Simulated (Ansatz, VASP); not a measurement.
**AlP in VASP and in Ansatz**

```
P Al
1.0
     3.86812    0.00000    0.00000
     0.00000    3.86812    0.00000
     0.00000    0.00000   27.30828
P Al
5 5
Direct
  0.00000 0.50000 0.27592
  0.50000 0.00000 0.37522
  0.00000 0.50000 0.47504
  0.50000 0.00000 0.57523
  0.00000 0.50000 0.67544
  0.50000 0.50000 0.32399
  0.00000 0.00000 0.42403
  0.50000 0.50000 0.52437
  0.00000 0.00000 0.62451
  0.50000 0.50000 0.72625
```

Alike in both runs: functional PBEsol; k mesh 7 × 7 × 1; occupations gaussian, width 0.05 eV; no spin polarisation.

Ansatz relaxed the structure, and its values are those at the end. VASP's run is a single point on that final structure, the one shown.

|  | VASP | Ansatz |
| --- | --- | --- |
| version | VASP 6.6.1 | Ansatz 0.2.0 |
| potentials or method | VASP PAW PBE potentials, release 64 (P, Al), cutoff 520 eV | scalar-relativistic, plane waves, PAW |
| valence electrons in the cell | 40 | 40 |

```csv
,VASP,Ansatz,Ansatz less VASP
gap on the k mesh at the Fermi level (eV),none,none,-
rms of the force components (eV/Å),0.004,0.003,-0.0007
"work function, face that differs most (eV)",6.47,6.48,+0.007
```

VASP's potentials were made for PBE, not for PBEsol. A gap of «none» marks a metal or a gap that the smearing closes.
